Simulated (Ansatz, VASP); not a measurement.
Two plane-wave programs on KMgH3

```
CELL_PARAMETERS angstrom
4.02500 0.00000 0.00000
0.00000 4.02500 0.00000
0.00000 0.00000 3.92437
ATOMIC_POSITIONS crystal
K 0.00000 0.00000 0.00000
Mg 0.50000 0.50000 0.50000
H 0.00000 0.50000 0.50000
H 0.50000 0.00000 0.50000
H 0.50000 0.50000 0.00000
```

Change from the starting cell: strain +0.000 along x and y, -0.025 along z, atoms carried along.

Alike in both runs: task single point; functional LDA; k mesh 8 × 8 × 8; occupations gaussian, width 0.05 eV; no spin polarisation.

|  | VASP | Ansatz |
| --- | --- | --- |
| version | VASP 6.6.1 | Ansatz 0.2.0 |
| potentials or method | VASP PAW LDA potentials, release 64 (K_sv, Mg, H), cutoff 520 eV | scalar-relativistic, plane waves, PAW |
| valence electrons in the cell | 14 | 22 |

```csv
,VASP,Ansatz,Ansatz less VASP
gap on the k mesh at the Fermi level (eV),2.14,2.14,+0.002
least direct gap on the mesh (eV),4.32,4.32,-0.004
pressure (GPa),-2.4,-2.1,+0.25
"traceless stress, the component that is largest in VASP (GPa)",0.86,0.86,-0.004
```

LDA's correlation is that of Perdew and Zunger in VASP and of Perdew and Wang (1992) in Ansatz. VASP's potentials hold 14 valence electrons a cell and Ansatz's 22, so a difference there can come from the potentials and not from the codes.
